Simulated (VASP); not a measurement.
# H4C10Cl in VASP: notebook

The runs below take H4C10Cl through single point, with PBE.

Everything below comes from runs of VASP 6.6.1. Logs are shortened: lines on timing, memory, paths and dates and some standing lists are left out, and cuts for length are marked.

## 1. The cell of the first run

The cell holds a slab with vacuum, 30 atoms: a = 5.049 Å, b = 5.049 Å, c = 17.165 Å, α = 90.00°, β = 90.00°, γ = 90.00°.

## 2. Single point, PBE

Input file INCAR:

```
SYSTEM = H4C10Cl
PREC     = Accurate       ! precision mode
ENCUT    = 520            ! plane-wave cutoff, eV
EDIFF    = 1E-6           ! SCF threshold, eV
ISMEAR   = -1             ! smearing method
SIGMA    = 0.05           ! smearing width, eV
LREAL    = Auto         
LASPH    = .TRUE.         ! aspherical terms in the spheres
NELM     = 80             ! most SCF steps
ALGO     = Normal         ! electronic algorithm
ISIF     = 2              ! what is computed and relaxed
LWAVE    = .FALSE.        ! write WAVECAR
LCHARG   = .FALSE.        ! write CHGCAR
GGA      = PE             ! functional
NBANDS   = 72             ! bands
```

Input file KPOINTS:

```
Automatic mesh
0
G
  2 2 1
  0 0 0
```

Input file POSCAR:

```
H4C10Cl
1.0
    5.0487420000      0.0000000000      0.0000000000
    0.0000000000      5.0487420000      0.0000000000
    0.0000000000      0.0000000000     17.1647000000
H C Cl
8 20 2
Direct
    0.4277897346      0.0000000000      0.0582591015
    0.0722160095      0.0000000000      0.0582591015
    0.9277954786      0.0000000000      0.0582591015
    0.5722217535      0.0000000000      0.0582591015
    0.4277897346      0.5000057440      0.0582591015
    0.0722160095      0.5000057440      0.0582591015
    0.9277954786      0.5000057440      0.0582591015
    0.5722217535      0.5000057440      0.0582591015
    0.2500028720      0.0000000000      0.0952361533
    0.7500086160      0.0000000000      0.0952361533
    0.2500028720      0.5000057440      0.0952361533
    0.7500086160      0.5000057440      0.0952361533
    0.2500028720      0.2500028720      0.1472324014
    0.7500086160      0.2500028720      0.1472324014
    0.2500028720      0.7500086160      0.1472324014
    0.7500086160      0.7500086160      0.1472324014
    0.0119237624      0.2286906322      0.1954825893
    0.5066806741      0.2517656874      0.1964555163
    0.0062193711      0.7559506903      0.2048040455
    0.5013328073      0.7559704972      0.2089287899
    0.0124783560      0.0162020559      0.2559031035
    0.5130188867      0.0171131739      0.2583732894
   -0.0100619125      0.4881017885      0.2595151678
    0.4883196646      0.4750094182      0.2580062570
    0.2468931865      0.1050558733      0.2983681626
    0.7532767569      0.1207429494      0.2991430086
    0.2407332361      0.3953262021      0.2975525351
    0.7452945704      0.3916223091      0.2976807052
    0.0610052960     -0.0430602316      0.5606681154
    0.3840164540      0.1514832804      0.5460567327
```

Potentials or basis: VASP PAW PBE potentials, release 64 (H, C, Cl).

The run is started by

```console
$ cat potpaw_PBE.64/H/POTCAR potpaw_PBE.64/C/POTCAR potpaw_PBE.64/Cl/POTCAR > POTCAR
$ mpirun -np 1 vasp_std > vasp.out
```

OUTCAR:

```text
SYSTEM = H4C10Cl
   PREC = Accurate
   ENCUT = 520
   EDIFF = 1E-6
   ISMEAR = -1
   LREAL = Auto
   LASPH = .TRUE.
   NELM = 80
   ISIF = 2
   GGA = PE

 ion  position               nearest neighbor table
   1  0.428  0.000  0.058-   4 0.73   9 1.10
   2  0.072  0.000  0.058-   3 0.73   9 1.10
   3  0.928  0.000  0.058-   2 0.73  10 1.10
   4  0.572  0.000  0.058-   1 0.73  10 1.10
   5  0.428  0.500  0.058-   8 0.73  11 1.10
   6  0.072  0.500  0.058-   7 0.73  11 1.10
   7  0.928  0.500  0.058-   6 0.73  12 1.10
   8  0.572  0.500  0.058-   5 0.73  12 1.10
   9  0.250  0.000  0.095-   2 1.10   1 1.10  15 1.55  13 1.55
  10  0.750  0.000  0.095-   4 1.10   3 1.10  16 1.55  14 1.55
  11  0.250  0.500  0.095-   6 1.10   5 1.10  13 1.55  15 1.55
  12  0.750  0.500  0.095-   8 1.10   7 1.10  14 1.55  16 1.55
  13  0.250  0.250  0.147-  17 1.46  11 1.55   9 1.55  18 1.55
  14  0.750  0.250  0.147-  18 1.49  12 1.55  10 1.55  17 1.56
[... 8 lines left out ...]
  23  0.990  0.488  0.260-  28 1.48  27 1.50  19 1.65  17 1.71
  24  0.488  0.475  0.258-  27 1.48  28 1.52  18 1.55  20 1.65
  25  0.247  0.105  0.298-  21 1.46  27 1.47  22 1.57
  26  0.753  0.121  0.299-  28 1.37  22 1.49  21 1.59
  27  0.241  0.395  0.298-  25 1.47  24 1.48  23 1.50
  28  0.745  0.392  0.298-  26 1.37  23 1.48  24 1.52
  29  0.061  0.957  0.561-  30 1.92
  30  0.384  0.151  0.546-  29 1.92

  LATTYP: Found a simple tetragonal cell.
 ALAT       =     5.0487420000
 C/A-ratio  =     3.3997974149

  Lattice vectors:

 A1 = (   5.0487420000,   0.0000000000,   0.0000000000)
 A2 = (   0.0000000000,   5.0487420000,   0.0000000000)
 A3 = (   0.0000000000,   0.0000000000,  17.1647000000)

Analysis of symmetry for initial positions (statically):
=====================================================================
 Subroutine PRICEL returns:
 Original cell was already a primitive cell.

 Routine SETGRP: Setting up the symmetry group for a
 simple tetragonal supercell.

 Subroutine GETGRP returns: Found  1 space group operations
 (whereof  1 operations were pure point group operations)
 out of a pool of 16 trial point group operations.

The static configuration has the point symmetry C_1 .

Analysis of symmetry for dynamics (positions and initial velocities):
=====================================================================
 Subroutine PRICEL returns:
 Original cell was already a primitive cell.

 Routine SETGRP: Setting up the symmetry group for a
 simple tetragonal supercell.

 Subroutine GETGRP returns: Found  1 space group operations
 (whereof  1 operations were pure point group operations)
 out of a pool of 16 trial point group operations.

The dynamic configuration has the point symmetry C_1 .

 Subroutine INISYM returns: Found  1 space group operations
 (whereof  1 operations are pure point group operations),
 and found     1 'primitive' translations

----------------------------------------------------------------------------------------

                                     Primitive cell

  volume of cell :     437.5247

  direct lattice vectors                    reciprocal lattice vectors
     5.048742000  0.000000000  0.000000000     0.198069143  0.000000000  0.000000000
     0.000000000  5.048742000  0.000000000     0.000000000  0.198069143  0.000000000
     0.000000000  0.000000000 17.164700000     0.000000000  0.000000000  0.058259102

  length of vectors
     5.048742000  5.048742000 17.164700000     0.198069143  0.198069143  0.058259102

  position of ions in fractional coordinates (direct lattice)
     0.427789735  0.000000000  0.058259101
     0.072216010  0.000000000  0.058259101
     0.927795479  0.000000000  0.058259101
     0.572221754  0.000000000  0.058259101
     0.427789735  0.500005744  0.058259101
     0.072216010  0.500005744  0.058259101
[... 22 lines left out ...]
     0.061005296  0.956939768  0.560668115
     0.384016454  0.151483280  0.546056733

  ion indices of the primitive-cell ions
   primitive index   ion index
                 1           1
                 2           2
                 3           3
                 4           4
                 5           5
                 6           6
[... 22 lines left out ...]
                29          29
                30          30

----------------------------------------------------------------------------------------

 KPOINTS: Automatic mesh

Automatic generation of k-mesh.
 Grid dimensions read from file:
 generate k-points for:    2    2    1

 Generating k-lattice:

  Cartesian coordinates                     Fractional coordinates (reciprocal lattice)
     0.099034571  0.000000000  0.000000000     0.500000000  0.000000000  0.000000000
     0.000000000  0.099034571  0.000000000     0.000000000  0.500000000  0.000000000
     0.000000000  0.000000000  0.058259102     0.000000000  0.000000000  1.000000000

  Length of vectors
     0.099034571  0.099034571  0.058259102

  Shift w.r.t. Gamma in fractional coordinates (k-lattice)
     0.000000000  0.000000000  0.000000000

 Subroutine IBZKPT returns following result:
 ===========================================

 Found      4 irreducible k-points:

 Following reciprocal coordinates:
            Coordinates               Weight
  0.000000  0.000000  0.000000      1.000000
  0.500000  0.000000  0.000000      1.000000
  0.000000  0.500000  0.000000      1.000000
  0.500000  0.500000  0.000000      1.000000
   k-points           NKPTS =      4   k-points in BZ     NKDIM =      4   number of bands    NBANDS=     72
   number of dos      NEDOS =    301   number of ions     NIONS =     30
   total plane-waves  NPLWV = 204800
   dimension x,y,z NGX =    40 NGY =   40 NGZ =  128
   dimension x,y,z NGXF=    80 NGYF=   80 NGZF=  256
   ions per type =               8  20   2
   NGX,Y,Z   is equivalent  to a cutoff of  13.17, 13.17, 12.40 a.u.
   NGXF,Y,Z  is equivalent  to a cutoff of  26.34, 26.34, 24.79 a.u.
 SYSTEM =  H4C10Cl
   PREC   = accura    normal or accurate (medium, high low for compatibility)
   ISTART =      0    job   : 0-new  1-cont  2-samecut
   ICHARG =      2    charge: 1-file 2-atom 10-const
   ISPIN  =      1    spin polarized calculation?
   LNONCOLLINEAR =      F non collinear calculations
   LSORBIT =      F    spin-orbit coupling
   LASPH  =      T    aspherical Exc in radial PAW
   ENCUT  =  520.0 eV  38.22 Ry    6.18 a.u.   9.39  9.39 31.91*2*pi/ulx,y,z
   NELM   =     80;   NELMIN=  2; NELMDL= -5     # of ELM steps
   EDIFF  = 0.1E-05   stopping-criterion for ELM
   LREAL  =      T    real-space projection
   EDIFFG = 0.1E-04   stopping-criterion for IOM
   NSW    =      0    number of steps for IOM
   IBRION =     -1    ionic relax: 0-MD 1-quasi-New 2-CG
   NFREE  =      0    steps in history (QN), initial steepest desc. (CG)
   ISIF   =      2    stress and relaxation
   ISYM   =      2    0-nonsym 1-usesym 2-fastsym
   POTIM  = 0.5000    time-step for ionic-motion
   TEBEG  =    0.0;   TEEND  =   0.0 temperature during run
   PSTRESS=    0.0 pullay stress
   NELECT =     102.0000    total number of electrons
   NUPDOWN=      -1.0000    fix difference up-down
   EMIN   =  10.00;   EMAX   =-10.00  energy-range for DOS
   EFERMI =   0.00;   METHOD = LEGACY
   ISMEAR =    -1;   SIGMA  =   0.05  broadening in eV -4-tet -1-fermi 0-gaus
   EFERMI_NEDOS =   21; number of points for ismear=-14 and -15
   IALGO  =     38    algorithm
   IMIX   =      4    mixing-type and parameters
     AMIX     =   0.40;   BMIX     =  1.00
     AMIX_MAG =   1.60;   BMIX_MAG =  1.00
  volume/ion in A,a.u.               =      14.58        98.42
  Fermi-wavevector in a.u.,A,eV,Ry     =   1.007567  1.904026 13.812522  1.015192
  Thomas-Fermi vector in A             =   2.140380
   LORBIT       =      0    0 simple, 1 ext, 2 COOP (PROOUT), +10 PAW based schemes
   GGA     = PE    functional components
   LHFCALC =     F    Hartree Fock is set to
   AEXX    =    0.0000 exact exchange contribution
   IVDW    =     0    specifies the selected vdW correction
   LEPSILON=     F    determine dielectric tensor
   LRPA    =     F    only Hartree local field effects (RPA)
 non-spin polarized calculation
  energy-cutoff  :      520.00
  volume of cell :      437.52
 maximum number of plane-waves:     11843
 NGX is ok and might be reduce to    40
   NGX = 19   NGY = 19   NGZ = 63

 number of electron     102.0000002 magnetization

 Free energy of the ion-electron system (eV)
  ---------------------------------------------------
  ext. energy  EPLUGINS =         0.00000000
  ---------------------------------------------------
  free energy    TOTEN  =      -191.64776771 eV

  energy without entropy =     -191.64572919  energy(sigma->0) =     -191.64674845

 E-fermi :   1.2706     XC(G=0):  -6.1281

 val. band max:        1.0150179990   @ k =   0.0000   0.5000   0.0000
 cond. band min:       1.5353696680   @ k =   0.5000   0.0000   0.0000
 fundamental gap:      0.5203516690
 Fermi energy:         1.2706382782

 k-point     1 :       0.0000    0.0000    0.0000
  band No.  band energies     occupation
      1     -20.2236      2.00000
      2     -18.7335      2.00000
      3     -18.2247      2.00000
      4     -16.1187      2.00000
      5     -15.6537      2.00000
      6     -15.5251      2.00000
[... 55 lines left out ...]
     62       5.6998      0.00000
     63       5.8273      0.00000

 k-point     2 :       0.5000    0.0000    0.0000
  band No.  band energies     occupation
      1     -19.1250      2.00000
      2     -19.0525      2.00000
      3     -18.6986      2.00000
      4     -17.1214      2.00000
      5     -17.0755      2.00000
      6     -14.5188      2.00000
[... 55 lines left out ...]
     62       6.5292      0.00000
     63       6.5649      0.00000

 k-point     3 :       0.0000    0.5000    0.0000
  band No.  band energies     occupation
      1     -19.7548      2.00000
      2     -18.7258      2.00000
      3     -18.2344      2.00000
      4     -17.5085      2.00000
      5     -15.9231      2.00000
      6     -15.5768      2.00000
[... 55 lines left out ...]
     62       6.5806      0.00000
     63       6.7002      0.00000

 k-point     4 :       0.5000    0.5000    0.0000
  band No.  band energies     occupation
      1     -18.6916      2.00000
      2     -18.6451      2.00000
      3     -18.6220      2.00000
      4     -17.1777      2.00000
      5     -16.9978      2.00000
      6     -16.4095      2.00000
[... 55 lines left out ...]
     62       6.1306      0.00000
     63       6.3199      0.00000
 [bands above 63 left out]

------------------------ aborting loop because EDIFF is reached ----------------------------------------

  FORCE on cell =-STRESS in cart. coord.  units (eV):
  Direction    XX          YY          ZZ          XY          YZ          ZX
  --------------------------------------------------------------------------------------
  -------------------------------------------------------------------------------------
  Total       82.4381316     -6.4110662    -13.7600513      4.5271253     -2.0134603      1.0433974
  in kB      301.8812566    -23.4767661    -50.3881093     16.5779386     -7.3731161      3.8208305
  external PRESSURE =      76.0054604 kB  Pullay stress =       0.0000000 kB

 VOLUME and BASIS-vectors are now :
 -----------------------------------------------------------------------------
  energy-cutoff  :      520.00
  volume of cell :      437.52
      direct lattice vectors                 reciprocal lattice vectors
     5.048742000  0.000000000  0.000000000     0.198069143  0.000000000  0.000000000
     0.000000000  5.048742000  0.000000000     0.000000000  0.198069143  0.000000000
     0.000000000  0.000000000 17.164700000     0.000000000  0.000000000  0.058259102

 POSITION                                       TOTAL-FORCE (eV/Angst)
 -----------------------------------------------------------------------------------
      2.15980      0.00000      1.00000        -8.878635     -0.085301      0.021573
      0.36460      0.00000      1.00000         8.896340     -0.029691      0.063350
      4.68420      0.00000      1.00000        -8.921841     -0.021423      0.073352
      2.88900      0.00000      1.00000         8.909980     -0.092931     -0.032875
      2.15980      2.52440      1.00000        -8.922411     -0.016712      0.100382
      0.36460      2.52440      1.00000         8.883450      0.115467      0.062387
[... 22 lines left out ...]
      0.30800      4.83134      9.62370        -1.407531     -0.875930      0.227821
      1.93880      0.76480      9.37290         1.409458      0.873423     -0.224567
 -----------------------------------------------------------------------------------
    total drift:                                0.004662      0.005615     -0.034797

  FREE ENERGIE OF THE ION-ELECTRON SYSTEM (eV)
  ---------------------------------------------------
  free  energy   TOTEN  =      -191.6477677094 eV

  energy  without entropy=     -191.6457291863  energy(sigma->0) =     -191.64674845
```

It took 3.3 min on 1 thread of Intel Xeon 6975P-C (Granite Rapids), shared host; peak memory 0.47 GiB.

Results:

```yaml
Free_energy: -191.6478 eV
Largest_force: 8.937 eV/Å
Band_gap_on_the_k_mesh: 0.52 eV (least direct gap 0.60 eV)
```

Forces in eV/Å, atoms in the order of the input:
```
H   -8.879 -0.085  0.022
H    8.896 -0.030  0.063
H   -8.922 -0.021  0.073
H    8.910 -0.093 -0.033
H   -8.922 -0.017  0.100
H    8.883  0.115  0.062
H   -8.937  0.077  0.028
H    8.920  0.013  0.094
C    0.244 -0.247  0.949
C   -0.488 -0.186  1.029
C   -0.093  0.146  1.478
C    0.201  0.125  1.480
C    1.456 -0.512 -2.536
C    1.234 -0.539 -2.298
C    0.358  0.411  1.831
C    0.234  0.340  1.867
C   -2.605  4.138 -0.353
C   -1.317 -0.580 -0.258
C   -1.200 -1.458  0.854
C    0.244 -1.422 -0.797
C   -2.101 -0.343  0.395
C   -2.288  0.397 -0.262
C    1.761 -0.080 -1.906
C    1.662  2.213 -0.862
C    2.028  2.150 -0.039
C    0.851 -1.630 -0.841
C    0.023 -2.856  0.074
C   -0.156 -0.024 -0.218
Cl  -1.408 -0.876  0.228
Cl   1.409  0.873 -0.225
```

Caveat: the k points lie up to 0.62 Å⁻¹ apart.

(Continued in part 2 of 2.)
